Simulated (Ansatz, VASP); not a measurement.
## One calculation of Sb, two programs

```
Sb
1.0
     0.00000    3.43086    3.43086
     3.43086    0.00000    3.43086
     3.43086    3.43086    0.00000
Sb
2
Cartesian
  0.8577 0.8577 0.8577
  6.0040 6.0040 6.0040
```

Alike in both runs: task single point; functional BLYP; k mesh 9 × 9 × 9; occupations fermi-dirac, width 0.1 eV; no spin polarisation.

|  | VASP | Ansatz |
| --- | --- | --- |
| version | VASP 6.6.1 | Ansatz 0.2.0 |
| potentials or method | VASP PAW PBE potentials, release 64 (Sb), cutoff 520 eV | plane waves (420 eV) with PAW, scalar-relativistic |
| valence electrons in the cell | 10 | 30 |

VASP gave:

```
pressure (GPa) : 4.7
```

Problem. Which values does Ansatz return?

Solution. Pressure (GPa): 4.4.

VASP's potentials were made for PBE, not for BLYP. The functional is the same, so the differences come from potentials, cutoffs and numerics. VASP's potentials hold 10 valence electrons a cell and Ansatz's 30, so a difference there can come from the potentials and not from the codes.

Neither program's run includes spin-orbit coupling.
